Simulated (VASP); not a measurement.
# InAs (ordered beta-tin type) (I-4m2) in VASP: notebook

Runs on InAs (ordered beta-tin type). Level: PBEsol. Tasks: single point, relaxation of cell and atoms.

Everything below comes from runs of VASP 6.6.1. Logs are shortened: lines on timing, memory, paths and dates and some standing lists are left out, and cuts for length are marked.

### 1 The cell of the first run

Symmetry: I-4m2, No. 119, tetragonal system. The conventional cell has a = 5.352 Å, b = 5.352 Å, c = 2.935 Å, α = 90.00°, β = 90.00°, γ = 90.00°. In (site symmetry -4m2) has 8 As at 2.77 to 3.47 Å and 2 In at 2.94 Å within 3.7 Å. As (site symmetry -4m2) has 8 In at 2.77 to 3.47 Å and 2 As at 2.94 Å within 3.7 Å.

### 2 Single point, PBEsol

Input file INCAR:

```
PREC = Accurate
ENCUT = 520
EDIFF = 1E-6
ISMEAR = 0
SIGMA = 0.1
LREAL = F
LASPH = T
NELM = 100
ALGO = Normal
ISIF = 2
LWAVE = F
LCHARG = T
GGA = PS
LELF = T
LVHAR = T
NBANDS = 16
```

Input file KPOINTS:

```
Automatic mesh
0
Gamma
  16 16 16
```

Input file POSCAR:

```
InAs
1.0
   -2.6758656365      2.6758656365      1.4676671249
    2.6758656365     -2.6758656365      1.4676671249
    2.6758656365      2.6758656365     -1.4676671249
In As
1 1
Direct
    0.0000000000      0.0000000000      0.0000000000
    0.7500000000      0.2500000000      0.5000000000
```

Potentials or basis: VASP PAW PBE potentials, release 64 (In_d, As).

Started as:

```
$ cat potpaw_PBE.64/In_d/POTCAR potpaw_PBE.64/As/POTCAR > POTCAR
$ mpirun -np 1 vasp_std > vasp.out
```

OUTCAR:

```text
PREC = Accurate
   ENCUT = 520
   EDIFF = 1E-6
   ISMEAR = 0
   LREAL = F
   LASPH = T
   NELM = 100
   ISIF = 2
   GGA = PS

 ion  position               nearest neighbor table
   1  0.000  0.000  0.000-   2 2.77   2 2.77   2 2.77   2 2.77   2 3.47   2 3.47   2 3.47   2 3.47

   2  0.750  0.250  0.500-   1 2.77   1 2.77   1 2.77   1 2.77   1 3.47   1 3.47   1 3.47   1 3.47

  LATTYP: Found a body centered tetragonal cell.
 ALAT       =     5.3517312730
 C/A-ratio  =     0.5484831170

  Lattice vectors:

 A1 = (  -2.6758656365,   2.6758656365,   1.4676671249)
 A2 = (   2.6758656365,  -2.6758656365,   1.4676671249)
 A3 = (   2.6758656365,   2.6758656365,  -1.4676671249)

Analysis of symmetry for initial positions (statically):
=====================================================================
 Subroutine PRICEL returns:
 Original cell was already a primitive cell.

 Routine SETGRP: Setting up the symmetry group for a
 body centered tetragonal supercell.

 Subroutine GETGRP returns: Found  8 space group operations
 (whereof  8 operations were pure point group operations)
 out of a pool of 16 trial point group operations.

The static configuration has the point symmetry D_2d.

Analysis of symmetry for dynamics (positions and initial velocities):
=====================================================================
 Subroutine PRICEL returns:
 Original cell was already a primitive cell.

 Routine SETGRP: Setting up the symmetry group for a
 body centered tetragonal supercell.

 Subroutine GETGRP returns: Found  8 space group operations
 (whereof  8 operations were pure point group operations)
 out of a pool of 16 trial point group operations.

The dynamic configuration has the point symmetry D_2d.

 Subroutine INISYM returns: Found  8 space group operations
 (whereof  8 operations are pure point group operations),
 and found     1 'primitive' translations

----------------------------------------------------------------------------------------

                                     Primitive cell

  volume of cell :      42.0355

  direct lattice vectors                    reciprocal lattice vectors
    -2.675865637  2.675865637  1.467667125     0.000000000  0.186855421  0.340676705
     2.675865637 -2.675865637  1.467667125     0.186855421  0.000000000  0.340676705
     2.675865637  2.675865637 -1.467667125     0.186855421  0.186855421  0.000000000

  length of vectors
     4.058886621  4.058886621  4.058886621     0.388555743  0.388555743  0.264253471

  position of ions in fractional coordinates (direct lattice)
     0.000000000  0.000000000  0.000000000
     0.750000000  0.250000000  0.500000000

  ion indices of the primitive-cell ions
   primitive index   ion index
                 1           1
                 2           2

----------------------------------------------------------------------------------------

 KPOINTS: Automatic mesh

Automatic generation of k-mesh.
 Grid dimensions read from file:
 generate k-points for:   16   16   16

 Generating k-lattice:

  Cartesian coordinates                     Fractional coordinates (reciprocal lattice)
     0.000000000  0.011678464  0.021292294     0.062500000  0.000000000 -0.000000000
     0.011678464  0.000000000  0.021292294     0.000000000  0.062500000 -0.000000000
     0.011678464  0.011678464  0.000000000     0.000000000  0.000000000  0.062500000

  Length of vectors
     0.024284734  0.024284734  0.016515842

  Shift w.r.t. Gamma in fractional coordinates (k-lattice)
     0.000000000  0.000000000  0.000000000

 Subroutine IBZKPT returns following result:
 ===========================================

 Found    349 irreducible k-points:

 Following reciprocal coordinates:
            Coordinates               Weight
  0.000000  0.000000  0.000000      1.000000
  0.062500  0.000000 -0.000000      8.000000
  0.125000  0.000000 -0.000000      8.000000
  0.187500  0.000000 -0.000000      8.000000
  0.250000  0.000000 -0.000000      8.000000
  0.312500  0.000000 -0.000000      8.000000
[... 16 lines left out ...]
 -0.125000  0.062500  0.000000     16.000000
 -0.062500  0.062500  0.000000      4.000000
 [... further k-points ...]
   k-points           NKPTS =    349   k-points in BZ     NKDIM =    349   number of bands    NBANDS=     16
   number of dos      NEDOS =    301   number of ions     NIONS =      2
   total plane-waves  NPLWV =  27000
   dimension x,y,z NGX =    30 NGY =   30 NGZ =   30
   dimension x,y,z NGXF=    60 NGYF=   60 NGZF=   60
   ions per type =               1   1
   NGX,Y,Z   is equivalent  to a cutoff of  12.29, 12.29, 12.29 a.u.
   NGXF,Y,Z  is equivalent  to a cutoff of  24.58, 24.58, 24.58 a.u.
 SYSTEM =  unknown system
   PREC   = accura    normal or accurate (medium, high low for compatibility)
   ISTART =      0    job   : 0-new  1-cont  2-samecut
   ICHARG =      2    charge: 1-file 2-atom 10-const
   ISPIN  =      1    spin polarized calculation?
   LNONCOLLINEAR =      F non collinear calculations
   LSORBIT =      F    spin-orbit coupling
   LASPH  =      T    aspherical Exc in radial PAW
   ENCUT  =  520.0 eV  38.22 Ry    6.18 a.u.   7.55  7.55  7.55*2*pi/ulx,y,z
   NELM   =    100;   NELMIN=  2; NELMDL= -5     # of ELM steps
   EDIFF  = 0.1E-05   stopping-criterion for ELM
   LREAL  =      F    real-space projection
   EDIFFG = 0.1E-04   stopping-criterion for IOM
   NSW    =      0    number of steps for IOM
   IBRION =     -1    ionic relax: 0-MD 1-quasi-New 2-CG
   NFREE  =      0    steps in history (QN), initial steepest desc. (CG)
   ISIF   =      2    stress and relaxation
   ISYM   =      2    0-nonsym 1-usesym 2-fastsym
   POTIM  = 0.5000    time-step for ionic-motion
   TEBEG  =    0.0;   TEEND  =   0.0 temperature during run
   PSTRESS=    0.0 pullay stress
   NELECT =      18.0000    total number of electrons
   NUPDOWN=      -1.0000    fix difference up-down
   EMIN   =  10.00;   EMAX   =-10.00  energy-range for DOS
   EFERMI =   0.00;   METHOD = LEGACY
   ISMEAR =     0;   SIGMA  =   0.10  broadening in eV -4-tet -1-fermi 0-gaus
   EFERMI_NEDOS =   21; number of points for ismear=-14 and -15
   IALGO  =     38    algorithm
   IMIX   =      4    mixing-type and parameters
     AMIX     =   0.40;   BMIX     =  1.00
     AMIX_MAG =   1.60;   BMIX_MAG =  1.00
  volume/ion in A,a.u.               =      21.02       141.83
  Fermi-wavevector in a.u.,A,eV,Ry     =   1.233939  2.331806 20.716297  1.522605
  Thomas-Fermi vector in A             =   2.368649
   LORBIT       =      0    0 simple, 1 ext, 2 COOP (PROOUT), +10 PAW based schemes
   GGA     = PS    functional components
   LHFCALC =     F    Hartree Fock is set to
   AEXX    =    0.0000 exact exchange contribution
   IVDW    =     0    specifies the selected vdW correction
   LEPSILON=     F    determine dielectric tensor
   LRPA    =     F    only Hartree local field effects (RPA)
 non-spin polarized calculation
 Gauss-broadening in eV      SIGMA  =   0.10
  energy-cutoff  :      520.00
  volume of cell :       42.04
 maximum number of plane-waves:      1152
   NGX = 15   NGY = 15   NGZ = 15

 number of electron      18.0000008 magnetization

 Free energy of the ion-electron system (eV)
  ---------------------------------------------------
  ext. energy  EPLUGINS =         0.00000000
  ---------------------------------------------------
  free energy    TOTEN  =        -8.04521331 eV

  energy without entropy =       -8.04174276  energy(sigma->0) =       -8.04347803

 E-fermi :   7.6336     XC(G=0): -10.8839

 val. band max:        7.6278138998   @ k =  -0.3750   0.4375   0.1250
 cond. band min:       7.6438087184   @ k =  -0.1875  -0.2500   0.1250
 fundamental gap:      0.0159948186
 Fermi energy:         7.6336455140

 k-point     1 :       0.0000    0.0000    0.0000
  band No.  band energies     occupation
      1      -7.5262      2.00000
      2      -7.0684      2.00000
      3      -7.0279      2.00000
      4      -6.8505      2.00000
      5      -6.8505      2.00000
      6      -5.7505      2.00000
[... 8 lines left out ...]
     15      18.1660      0.00000
     16      19.9115      0.00000

 k-point     2 :       0.0625    0.0000   -0.0000
  band No.  band energies     occupation
      1      -7.4975      2.00000
      2      -7.0639      2.00000
      3      -7.0296      2.00000
      4      -6.8648      2.00000
      5      -6.8644      2.00000
      6      -5.6669      2.00000
[... 8 lines left out ...]
     15      18.5318      0.00000
     16      18.9024      0.00000

 k-point     3 :       0.1250    0.0000   -0.0000
  band No.  band energies     occupation
      1      -7.4153      2.00000
      2      -7.0514      2.00000
      3      -7.0344      2.00000
      4      -6.9059      2.00000
      5      -6.9034      2.00000
      6      -5.4165      2.00000
[... 8 lines left out ...]
     15      17.8475      0.00000
     16      18.0478      0.00000

 k-point     4 :       0.1875    0.0000   -0.0000
  band No.  band energies     occupation
      1      -7.2924      2.00000
      2      -7.0429      2.00000
      3      -7.0361      2.00000
      4      -6.9647      2.00000
      5      -6.9576      2.00000
      6      -5.0039      2.00000
[... 8 lines left out ...]
     15      17.0072      0.00000
     16      17.8198      0.00000

 k-point     5 :       0.2500    0.0000   -0.0000
  band No.  band energies     occupation
      1      -7.1603      2.00000
      2      -7.0542      2.00000
      3      -7.0518      2.00000
      4      -7.0161      2.00000
      5      -6.9867      2.00000
      6      -4.4422      2.00000
[... 8 lines left out ...]
     15      16.3202      0.00000
     16      18.2656      0.00000

 k-point     6 :       0.3125    0.0000   -0.0000
  band No.  band energies     occupation
      1      -7.1533      2.00000
      2      -7.1117      2.00000
      3      -7.0417      2.00000
      4      -6.9706      2.00000
      5      -6.9611      2.00000
      6      -3.7591      2.00000
[... 8 lines left out ...]
     15      15.8481      0.00000
     16      19.0485      0.00000

 k-point     7 :       0.3750    0.0000   -0.0000
  band No.  band energies     occupation
      1      -7.2050      2.00000
      2      -7.1673      2.00000
      3      -7.0491      2.00000
      4      -6.9513      2.00000
      5      -6.8346      2.00000
      6      -3.0128      2.00000
[... 8 lines left out ...]
     15      16.0508      0.00000
     16      19.9460      0.00000

 k-point     8 :       0.4375    0.0000   -0.0000
  band No.  band energies     occupation
      1      -7.2428      2.00000
      2      -7.2047      2.00000
      3      -7.0535      2.00000
      4      -6.9377      2.00000
      5      -6.7451      2.00000
      6      -2.3401      2.00000
[... 8 lines left out ...]
     15      17.4286      0.00000
     16      19.7419      0.00000

 k-point     9 :       0.5000    0.0000   -0.0000
  band No.  band energies     occupation
      1      -7.2562      2.00000
      2      -7.2178      2.00000
      3      -7.0549      2.00000
      4      -6.9329      2.00000
      5      -6.7132      2.00000
      6      -2.0369      2.00000
[... 8 lines left out ...]
     15      18.6408      0.00000
     16      18.7780      0.00000
[... 172 lines left out ...]
 k-point    19 :      -0.3750    0.0625    0.0000
  band No.  band energies     occupation
      1      -7.1638      2.00000
      2      -7.1128      2.00000
      3      -7.0459      2.00000
      4      -6.9649      2.00000
      5      -6.9514      2.00000
      6      -3.5912      2.00000
[... 8 lines left out ...]
     15      16.4381      0.00000
     16      18.8730      0.00000

 k-point    20 :      -0.3125    0.0625    0.0000
  band No.  band energies     occupation
      1      -7.1614      2.00000
      2      -7.0631      2.00000
      3      -7.0537      2.00000
      4      -7.0151      2.00000
      5      -6.9764      2.00000
      6      -4.2888      2.00000
[... 8 lines left out ...]
     15      16.8615      0.00000
     16      18.1054      0.00000

 k-point    21 :      -0.2500    0.0625    0.0000
  band No.  band energies     occupation
      1      -7.2873      2.00000
      2      -7.0559      2.00000
      3      -7.0323      2.00000
      4      -6.9652      2.00000
      5      -6.9531      2.00000
      6      -4.8757      2.00000
[... 8 lines left out ...]
     15      17.4385      0.00000
     16      17.7917      0.00000

 k-point    22 :      -0.1875    0.0625    0.0000
  band No.  band energies     occupation
      1      -7.4109      2.00000
      2      -7.0461      2.00000
      3      -7.0438      2.00000
      4      -6.9078      2.00000
      5      -6.9009      2.00000
      6      -5.3192      2.00000
[... 8 lines left out ...]
     15      17.9638      0.00000
     16      18.3959      0.00000

 k-point    23 :      -0.1250    0.0625    0.0000
  band No.  band energies     occupation
      1      -7.4944      2.00000
      2      -7.0594      2.00000
      3      -7.0358      2.00000
      4      -6.8664      2.00000
      5      -6.8624      2.00000
      6      -5.6024      2.00000
[... 8 lines left out ...]
     15      18.4722      0.00000
     16      18.9514      0.00000

 k-point    24 :      -0.0625    0.0625    0.0000
  band No.  band energies     occupation
      1      -7.5247      2.00000
      2      -7.0660      2.00000
      3      -7.0310      2.00000
      4      -6.8513      2.00000
      5      -6.8493      2.00000
      6      -5.7185      2.00000
[... 8 lines left out ...]
     15      18.5177      0.00000
     16      19.8964      0.00000

 [... further k-points ...]
[... 5 lines left out ...]
  --------------------------------------------------------------------------------------
  -------------------------------------------------------------------------------------
  Total        1.0881199      1.0881199      1.0758196      0.0000000     -0.0000000      0.0000000
  in kB       41.4735456     41.4735456     41.0047230      0.0000000     -0.0000000      0.0000000
  external PRESSURE =      41.3172714 kB  Pullay stress =       0.0000000 kB

 VOLUME and BASIS-vectors are now :
 -----------------------------------------------------------------------------
  energy-cutoff  :      520.00
  volume of cell :       42.04
      direct lattice vectors                 reciprocal lattice vectors
    -2.675865637  2.675865637  1.467667125     0.000000000  0.186855421  0.340676705
     2.675865637 -2.675865637  1.467667125     0.186855421  0.000000000  0.340676705
     2.675865637  2.675865637 -1.467667125     0.186855421  0.186855421  0.000000000

 POSITION                                       TOTAL-FORCE (eV/Angst)
 -----------------------------------------------------------------------------------
      0.00000      0.00000      0.00000         0.000000     -0.000000     -0.000000
     -0.00000      2.67587      0.73383        -0.000000      0.000000      0.000000
 -----------------------------------------------------------------------------------
    total drift:                                0.000000     -0.000000     -0.000000

  FREE ENERGIE OF THE ION-ELECTRON SYSTEM (eV)
  ---------------------------------------------------
  free  energy   TOTEN  =        -8.0452133055 eV

  energy  without entropy=       -8.0417427592  energy(sigma->0) =       -8.04347803
```

It took 82 s on 1 thread of Intel Xeon 6975P-C (Granite Rapids), shared host; peak memory 0.36 GiB.

Results:

| Item | Value |
| --- | --- |
| Free energy | -8.0452 eV |
| Pressure | 4.1 GPa |
| Band gap on the k mesh | zero (band 9 reaches 9.27 eV, above the bottom of band 10 at 4.57 eV) |

Caveat: the PAW data sets were made with another functional, which shifts forces and pressure a little; spin-orbit coupling is left out, which moves the levels of the heavy elements.

(Part 1 of 2 ends here.)
